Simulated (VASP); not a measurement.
# As2H in VASP: further runs

As2H is run at these levels: PBE+D3(BJ); tasks: single point.

All numbers are computed with VASP 6.6.1; they aren't measurements. Logs are shortened: lines on timing, memory, paths and dates and some standing lists are left out, and cuts for length are marked.

## 1. The cell of the first run

The cell holds a slab with vacuum, 3 atoms: a = 3.571 Å, b = 3.571 Å, c = 18.398 Å, α = 90.00°, β = 90.00°, γ = 120.00°.

## 2. Single point, PBE+D3(BJ), collinear spin, ferromagnetic start

File INCAR:

```
SYSTEM = As2H
PREC = Accurate
ENCUT = 520
EDIFF = 1E-6
ISMEAR = 0
SIGMA = 0.05
LREAL = .False.
LASPH = .True.
NELM = 150
ALGO = Normal
ISIF = 2
LWAVE = .False.
LCHARG = .False.
ISPIN = 2
MAGMOM = 0 0 1
LORBIT = 11
LDIPOL = .True.
IDIPOL = 3
DIPOL = 0.5 0.5 0.263
GGA = PE
IVDW = 12
NBANDS = 16
```

File KPOINTS:

```
regular mesh
0
Gamma
  9 9 1
  0 0 0
```

File POSCAR:

```
As2H
1.0
    3.5713387681      0.0000000000      0.0000000000
   -1.7856693841      3.0928700987      0.0000000000
    0.0000000000      0.0000000000     18.3976402524
As H
2 1
Direct
    0.3333333333      0.6666666667      0.2933876398
    0.6666666667      0.3333333333      0.2174191877
    0.8333333333      0.6666666667      0.2770812008
```

Potentials or basis: VASP PAW PBE potentials, release 64 (As, H).

The run is started by

```console
cat potpaw_PBE.64/As/POTCAR potpaw_PBE.64/H/POTCAR > POTCAR
mpirun -np 1 vasp_std > vasp.out
```

OUTCAR:

```text
SYSTEM = As2H
   PREC = Accurate
   ENCUT = 520
   EDIFF = 1E-6
   ISMEAR = 0
   LREAL = .False.
   LASPH = .True.
   NELM = 150
   ISIF = 2
   ISPIN = 2
   LORBIT = 11
   GGA = PE
   IVDW = 12
 IVDW          = 12

 ion  position               nearest neighbor table
   1  0.333  0.667  0.293-   3 1.81   3 1.81   2 2.49   2 2.49   2 2.49
   2  0.667  0.333  0.217-   3 1.51   1 2.49   1 2.49   1 2.49
   3  0.833  0.667  0.277-   2 1.51   1 1.81   1 1.81

  LATTYP: Found a hexagonal cell.
 ALAT       =     3.5713387681
 C/A-ratio  =     5.1514688040

  Lattice vectors:

 A1 = (   3.5713387681,   0.0000000000,   0.0000000000)
 A2 = (  -1.7856693841,   3.0928700987,   0.0000000000)
 A3 = (   0.0000000000,   0.0000000000,  18.3976402524)

Analysis of symmetry for initial positions (statically):
=====================================================================
 Subroutine PRICEL returns:
 Original cell was already a primitive cell.

 Routine SETGRP: Setting up the symmetry group for a
 hexagonal supercell.

 Subroutine GETGRP returns: Found  2 space group operations
 (whereof  2 operations were pure point group operations)
 out of a pool of 24 trial point group operations.

The static configuration has the point symmetry C_1h.

Analysis of symmetry for dynamics (positions and initial velocities):
=====================================================================
 Subroutine PRICEL returns:
 Original cell was already a primitive cell.

 Routine SETGRP: Setting up the symmetry group for a
 hexagonal supercell.

 Subroutine GETGRP returns: Found  2 space group operations
 (whereof  2 operations were pure point group operations)
 out of a pool of 24 trial point group operations.

The dynamic configuration has the point symmetry C_1h.

Analysis of structural, dynamic, and magnetic symmetry:
=====================================================================
 Subroutine PRICEL returns:
 Original cell was already a primitive cell.

 Routine SETGRP: Setting up the symmetry group for a
 hexagonal supercell.

 Subroutine GETGRP returns: Found  2 space group operations
 (whereof  2 operations were pure point group operations)
 out of a pool of 24 trial point group operations.

The overall configuration has the point symmetry C_1h.

 Subroutine INISYM returns: Found  2 space group operations
 (whereof  2 operations are pure point group operations),
 and found     1 'primitive' translations

----------------------------------------------------------------------------------------

                                     Primitive cell

  volume of cell :     203.2146

  direct lattice vectors                    reciprocal lattice vectors
     3.571338768  0.000000000  0.000000000     0.280007041  0.161662140  0.000000000
    -1.785669384  3.092870099  0.000000000     0.000000000  0.323324281  0.000000000
     0.000000000  0.000000000 18.397640252     0.000000000  0.000000000  0.054354797

  length of vectors
     3.571338768  3.571338768 18.397640252     0.323324281  0.323324281  0.054354797

  position of ions in fractional coordinates (direct lattice)
     0.333333333  0.666666667  0.293387640
     0.666666667  0.333333333  0.217419188
     0.833333333  0.666666667  0.277081201

  ion indices of the primitive-cell ions
   primitive index   ion index
                 1           1
                 2           2
                 3           3

----------------------------------------------------------------------------------------

 KPOINTS: regular mesh

Automatic generation of k-mesh.
 Grid dimensions read from file:
 generate k-points for:    9    9    1

 Generating k-lattice:

  Cartesian coordinates                     Fractional coordinates (reciprocal lattice)
     0.031111893  0.017962460  0.000000000     0.111111111  0.000000000  0.000000000
     0.000000000  0.035924920  0.000000000     0.000000000  0.111111111  0.000000000
     0.000000000  0.000000000  0.054354797     0.000000000  0.000000000  1.000000000

  Length of vectors
     0.035924920  0.035924920  0.054354797

  Shift w.r.t. Gamma in fractional coordinates (k-lattice)
     0.000000000  0.000000000  0.000000000

 Subroutine IBZKPT returns following result:
 ===========================================

 Found     25 irreducible k-points:

 Following reciprocal coordinates:
            Coordinates               Weight
  0.000000  0.000000  0.000000      1.000000
  0.111111 -0.000000  0.000000      4.000000
  0.000000  0.111111  0.000000      2.000000
  0.222222 -0.000000  0.000000      4.000000
  0.000000  0.222222  0.000000      2.000000
  0.333333 -0.000000  0.000000      4.000000
[... 16 lines left out ...]
 -0.222222 -0.444444  0.000000      4.000000
  0.444444  0.333333  0.000000      4.000000
   k-points           NKPTS =     25   k-points in BZ     NKDIM =     25   number of bands    NBANDS=     16
   number of dos      NEDOS =    301   number of ions     NIONS =      3
   total plane-waves  NPLWV = 109760
   dimension x,y,z NGX =    28 NGY =   28 NGZ =  140
   dimension x,y,z NGXF=    56 NGYF=   56 NGZF=  280
   ions per type =               2   1
   NGX,Y,Z   is equivalent  to a cutoff of  13.03, 13.03, 12.65 a.u.
   NGXF,Y,Z  is equivalent  to a cutoff of  26.07, 26.07, 25.30 a.u.
 SYSTEM =  As2H
   PREC   = accura    normal or accurate (medium, high low for compatibility)
   ISTART =      0    job   : 0-new  1-cont  2-samecut
   ICHARG =      2    charge: 1-file 2-atom 10-const
   ISPIN  =      2    spin polarized calculation?
   LNONCOLLINEAR =      F non collinear calculations
   LSORBIT =      F    spin-orbit coupling
   LASPH  =      T    aspherical Exc in radial PAW
   ENCUT  =  520.0 eV  38.22 Ry    6.18 a.u.   6.64  6.64 34.21*2*pi/ulx,y,z
   NELM   =    150;   NELMIN=  2; NELMDL= -5     # of ELM steps
   EDIFF  = 0.1E-05   stopping-criterion for ELM
   LREAL  =      F    real-space projection
   EDIFFG = 0.1E-04   stopping-criterion for IOM
   NSW    =      0    number of steps for IOM
   IBRION =     -1    ionic relax: 0-MD 1-quasi-New 2-CG
   NFREE  =      0    steps in history (QN), initial steepest desc. (CG)
   ISIF   =      2    stress and relaxation
   ISYM   =      2    0-nonsym 1-usesym 2-fastsym
   POTIM  = 0.5000    time-step for ionic-motion
   TEBEG  =    0.0;   TEEND  =   0.0 temperature during run
   PSTRESS=    0.0 pullay stress
   NELECT =      11.0000    total number of electrons
   NUPDOWN=      -1.0000    fix difference up-down
   EMIN   =  10.00;   EMAX   =-10.00  energy-range for DOS
   EFERMI =   0.00;   METHOD = LEGACY
   ISMEAR =     0;   SIGMA  =   0.05  broadening in eV -4-tet -1-fermi 0-gaus
   EFERMI_NEDOS =   21; number of points for ismear=-14 and -15
   IALGO  =     38    algorithm
   IMIX   =      4    mixing-type and parameters
     AMIX     =   0.40;   BMIX     =  1.00
     AMIX_MAG =   1.60;   BMIX_MAG =  1.00
  volume/ion in A,a.u.               =      67.74       457.12
  Fermi-wavevector in a.u.,A,eV,Ry     =   0.619281  1.170271  5.217949  0.383508
  Thomas-Fermi vector in A             =   1.678022
   LORBIT       =     11    0 simple, 1 ext, 2 COOP (PROOUT), +10 PAW based schemes
   GGA     = PE    functional components
   LHFCALC =     F    Hartree Fock is set to
   AEXX    =    0.0000 exact exchange contribution
   IVDW    =    12    specifies the selected vdW correction
   LEPSILON=     F    determine dielectric tensor
   LRPA    =     F    only Hartree local field effects (RPA)
 spin polarized calculation
 Gauss-broadening in eV      SIGMA  =   0.05
  energy-cutoff  :      520.00
  volume of cell :      203.21
 maximum number of plane-waves:      5529
   NGX = 13   NGY = 13   NGZ = 69

 number of electron      11.0000000 magnetization       0.0000249

 number of electron      11.0000000 magnetization      -0.0000156

 dipolmoment           0.000000      0.000000      0.011931 electrons x Angstroem

 Free energy of the ion-electron system (eV)
  ---------------------------------------------------
  ext. energy  EPLUGINS =         0.00000000
  ---------------------------------------------------
  free energy    TOTEN  =       -10.22183414 eV

  energy without entropy =      -10.22111530  energy(sigma->0) =      -10.22147472

 E-fermi :  -1.6164     XC(G=0):  -2.9310

 val. band max:       -1.6570847789   @ k =  -0.2222  -0.4444   0.0000
 cond. band min:      -1.4347074058   @ k =   0.2222   0.1111   0.0000
 fundamental gap:      0.2223773730
 Fermi energy:        -1.6164196787

 spin component 1

 k-point     1 :       0.0000    0.0000    0.0000
  band No.  band energies     occupation
      1     -18.2501      1.00000
      2     -10.7588      1.00000
      3      -6.0536      1.00000
      4      -3.9678      1.00000
      5      -3.7679      1.00000
      6      -2.1810      1.00000
[... 8 lines left out ...]
     15       5.7367      0.00000
     16       6.1055      0.00000

 k-point     2 :       0.1111   -0.0000    0.0000
  band No.  band energies     occupation
      1     -18.0783      1.00000
      2     -10.7130      1.00000
      3      -7.0844      1.00000
      4      -4.4292      1.00000
      5      -3.8278      1.00000
      6      -1.2766      0.00000
[... 8 lines left out ...]
     15       5.5554      0.00000
     16       6.2100      0.00000
[... 387 lines left out ...]
      5      -5.1257      1.00000
      6      -1.6571      0.87497
[... 8 lines left out ...]
     15       6.8450      0.00000
     16       7.0476      0.00000

 k-point    24 :       0.4444    0.3333    0.0000
  band No.  band energies     occupation
      1     -15.3707      1.00000
      2     -13.5871      1.00000
      3      -9.2451      1.00000
      4      -6.4791      1.00000
      5      -4.9742      1.00000
      6      -1.2951      0.00000
[... 8 lines left out ...]
     15       6.7878      0.00000
     16       7.0427      0.00000

 [... further k-points ...]

 spin component 2

 k-point     1 :       0.0000    0.0000    0.0000
  band No.  band energies     occupation
      1     -18.2501      1.00000
      2     -10.7588      1.00000
      3      -6.0536      1.00000
      4      -3.9678      1.00000
      5      -3.7679      1.00000
      6      -2.1810      1.00000
[... 8 lines left out ...]
     15       5.7347      0.00000
     16       6.1020      0.00000

 k-point     2 :       0.1111   -0.0000    0.0000
  band No.  band energies     occupation
      1     -18.0783      1.00000
      2     -10.7130      1.00000
      3      -7.0844      1.00000
      4      -4.4292      1.00000
      5      -3.8278      1.00000
      6      -1.2766      0.00000
[... 8 lines left out ...]
     15       5.5543      0.00000
     16       6.2054      0.00000
[... 387 lines left out ...]
      5      -5.1257      1.00000
      6      -1.6571      0.87504
[... 8 lines left out ...]
     15       6.8421      0.00000
     16       7.0407      0.00000

 k-point    24 :       0.4444    0.3333    0.0000
  band No.  band energies     occupation
      1     -15.3707      1.00000
      2     -13.5871      1.00000
      3      -9.2451      1.00000
      4      -6.4791      1.00000
      5      -4.9742      1.00000
      6      -1.2951      0.00000
[... 8 lines left out ...]
     15       6.7865      0.00000
     16       7.0351      0.00000

 [... further k-points ...]

------------------------ aborting loop because EDIFF is reached ----------------------------------------

 vacuum level on the upper side and lower side of the slab       (xc-potential included)         0.094        -0.096

 Edisp (eV)   -0.51553

 E8    (eV) :    -0.2213

  FORCE on cell =-STRESS in cart. coord.  units (eV):
  Direction    XX          YY          ZZ          XY          YZ          ZX
  --------------------------------------------------------------------------------------
  -------------------------------------------------------------------------------------
  Total       8.87711     1.71275     3.77455    -0.00000     2.21376    -0.00000
  in kB      69.98858    13.50364    29.75915    -0.00000    17.45363    -0.00000
  external pressure =       37.75 kB  Pullay stress =        0.00 kB

 VOLUME and BASIS-vectors are now :
 -----------------------------------------------------------------------------
  energy-cutoff  :      520.00
  volume of cell :      203.21
      direct lattice vectors                 reciprocal lattice vectors
     3.571338768  0.000000000  0.000000000     0.280007041  0.161662140  0.000000000
    -1.785669384  3.092870099  0.000000000     0.000000000  0.323324281  0.000000000
     0.000000000  0.000000000 18.397640252     0.000000000  0.000000000  0.054354797

 POSITION                                       TOTAL-FORCE (eV/Angst)
 -----------------------------------------------------------------------------------
     -0.00000      2.06191      5.39764        -0.000000      0.095184      1.208984
      1.78567      1.03096      4.00000         0.000000     -1.990289     -3.124821
      1.78567      2.06191      5.09764        -0.000000      1.895105      1.915837
 -----------------------------------------------------------------------------------
    total drift:                                0.000000     -0.000013     -0.000022

  FREE ENERGIE OF THE ION-ELECTRON SYSTEM (eV)
  ---------------------------------------------------
  free  energy   TOTEN  =       -10.7373632512 eV

  energy  without entropy=      -10.7366444141  energy(sigma->0) =      -10.73700383

 vacuum level on the upper side and lower side of the slab         2.266         2.070

 total charge

# of ion       s       p       d       tot
------------------------------------------
    1        1.326   1.369   0.077   2.772
    2        1.308   1.419   0.084   2.811
    3        0.583   0.046   0.000   0.628
--------------------------------------------------
tot          3.216   2.833   0.162   6.211

 magnetization (x)

# of ion       s       p       d       tot
------------------------------------------
    1       -0.000   0.000  -0.000   0.000
    2       -0.000  -0.000   0.000  -0.000
    3        0.000   0.000   0.000   0.000
--------------------------------------------------
tot         -0.000  -0.000  -0.000  -0.000
```

Wall time 2.5 min (1 thread of Intel Xeon 6975P-C (Granite Rapids), shared host); peak memory 0.47 GiB.

Results:

```
Free energy                                           : -10.7374 eV
Largest force                                         : 3.705 eV/Å
Net moment                                            : 0.00 μB per cell
Valence electrons inside the program's atomic spheres : As 2.77, 2.81; H 0.63
Dispersion energy per atom                            : -0.172 eV
```

Forces in eV/Å, atoms in the order of the input:
```
As   0.000  0.095  1.209
As   0.000 -1.990 -3.125
H    0.000  1.895  1.916
```

Levels at points of the mesh, in eV from the Fermi level:
Spin up:
```csv
k point,band 3,band 4,band 5,band 6,band 7,band 8,band 9,band 10
"(0.00, 0.00, 0.00)",-4.44,-2.35,-2.15,-0.56,0.63,1.53,3.04,3.46
```
Spin down:
```
           k point  band 4  band 5  band 6  band 7  band 8  band 9
(0.00, 0.00, 0.00)   -2.35   -2.15   -0.56    0.63    1.53    3.04
```

## 3. Single point, PBE+D3(BJ), collinear spin, ferromagnetic start

Changes to INCAR since step 2:

```diff
@@ -18,3 +18,3 @@
 IDIPOL = 3
-DIPOL = 0.5 0.5 0.263
+DIPOL = 0.5 0.5 0.280
 GGA = PE
```

KPOINTS is that of step 2.

Changes to POSCAR since step 2:

```diff
@@ -10,2 +10,2 @@
     0.6666666667      0.3333333333      0.2174191877
-    0.8333333333      0.6666666667      0.2770812008
+    0.8333333333      0.6666666667      0.3303489018
```

Potentials or basis: VASP PAW PBE potentials, release 64 (As, H).

The run is started by

```console
cat potpaw_PBE.64/As/POTCAR potpaw_PBE.64/H/POTCAR > POTCAR
mpirun -np 1 vasp_std > vasp.out
```

Wall time 2.3 min (1 thread of Intel Xeon 6975P-C (Granite Rapids), shared host); peak memory 0.47 GiB.

It converged, with:

* Free energy: -11.4724 eV
* Largest force: 1.949 eV/Å
* Net moment: 0.52 μB per cell
* Site moments: As +0.02, +0.17; H +0.07 μB
* Valence electrons inside the program's atomic spheres: As 2.73, 2.72; H 0.47
* Dispersion energy per atom: -0.168 eV

Forces in eV/Å, atoms in the order of the input:
```
As   0.000  0.423  0.983
As   0.000 -1.061 -1.634
H    0.000  0.638  0.651
```

Levels at points of the mesh, in eV from the Fermi level:
Spin up:
```csv
k point,band 3,band 4,band 5,band 6,band 7,band 8,band 9,band 10
"(0.00, 0.00, 0.00)",-2.57,-1.18,-1.04,0.14,2.17,2.33,3.75,4.14
```
Spin down:
| k point | band 2 | band 3 | band 4 | band 5 | band 6 | band 7 | band 8 | band 9 |
| --- | --- | --- | --- | --- | --- | --- | --- | --- |
| (0.00, 0.00, 0.00) | -8.74 | -2.29 | -1.04 | -0.88 | 0.39 | 2.33 | 2.51 | 3.90 |
